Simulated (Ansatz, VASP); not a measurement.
**C in VASP and in Ansatz**

```xyz
2
Lattice="0.0000 1.9191 1.7769 1.9191 0.0000 1.7769 1.9191 1.9191 0.0000" Properties=species:S:1:pos:R:3 pbc="T T T"
C     1.9191    1.9191    1.7769
C     2.8786    2.8786    2.6654
```

Change from the starting cell: strain +0.080 along x and y, +0.000 along z, atoms carried along.

Alike in both runs: task single point; functional PBEsol; k mesh 12 × 12 × 12; occupations gaussian, width 0.05 eV; no spin polarisation.

```csv
,VASP,Ansatz
version,VASP 6.6.1,Ansatz 0.2.0
potentials or method,"VASP PAW PBE potentials, release 64 (C), cutoff 520 eV","scalar-relativistic, plane waves, PAW"
valence electrons in the cell,8,8
```

```tsv
	VASP	Ansatz	Ansatz less VASP
gap on the k mesh at the Fermi level (eV)	2.02	2.02	+0.006
least direct gap on the mesh (eV)	3.97	3.98	+0.003
pressure (GPa)	-51.2	-51.7	-0.48
traceless stress, the component that is largest in VASP (GPa)	36.99	37.01	+0.020
```

VASP's potentials were made for PBE, not for PBEsol. Both programs put the cell under strong tension, so it lies far from rest at this level. With one functional, cell and mesh, what is left measures potentials, basis and numerics.

Noted on VASP's run: the cell as given lies far from equilibrium.
